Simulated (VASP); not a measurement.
Input of a VASP 6.6.1 run:

The input POSCAR:

```
Au
1.0
    0.0000000000      2.0749120936      2.0749120936
    2.0749120936      0.0000000000      2.0749120936
    2.0749120936      2.0749120936      0.0000000000
Au
1
Direct
    0.0000000000      0.0000000000      0.0000000000
```

INCAR.step1

```
  PREC = Accurate
  ENCUT = 520
  EDIFF = 1E-5
  ISMEAR = -1
  SIGMA = 0.05
  LREAL = False
  LASPH = True
  NELM = 60
  ALGO = Normal
  ISIF = 2
  LWAVE = True
  LCHARG = False
  NBANDS = 12
  GGA = PE
```

Contents of INCAR.step2:

```
  PREC = Accurate
  ENCUT = 520
  EDIFF = 1E-6
  ISMEAR = -1
  SIGMA = 0.05
  LREAL = False
  LASPH = True
  NELM = 60
  ALGO = Normal
  ISIF = 2
  LWAVE = False
  LCHARG = False
  GGA = PE
  LHFCALC = True
  AEXX = 1.0
  ALDAC = 0.0
  AGGAC = 0.0
  PRECFOCK = Normal
  NBANDS = 12
  ISTART = 1
```

The input KPOINTS:

```
Automatic mesh
0
Gamma
  6 6 6
```

Potentials or basis: VASP PAW PBE potentials, release 64 (Au).

Run with:

```sh
$ cat potpaw_PBE.64/Au/POTCAR > POTCAR
$ cp INCAR.step1 INCAR
$ mpirun -np 1 vasp_std > vasp.out
$ cp INCAR.step2 INCAR
$ mpirun -np 1 vasp_std > vasp.out
```

Question: Predict the band gap on the k mesh.

Answer: Zero (an odd number of electrons rules out a gap without spin polarisation).

Question: Predict the pressure.

Answer: 14.2 GPa.

Caveat: the k points lie up to 0.44 Å⁻¹ apart, too coarse for converged energies and pressures of a metal; the PAW data sets were made with another functional, which shifts forces and pressure a little; spin-orbit coupling is left out, which moves the levels of the heavy elements.
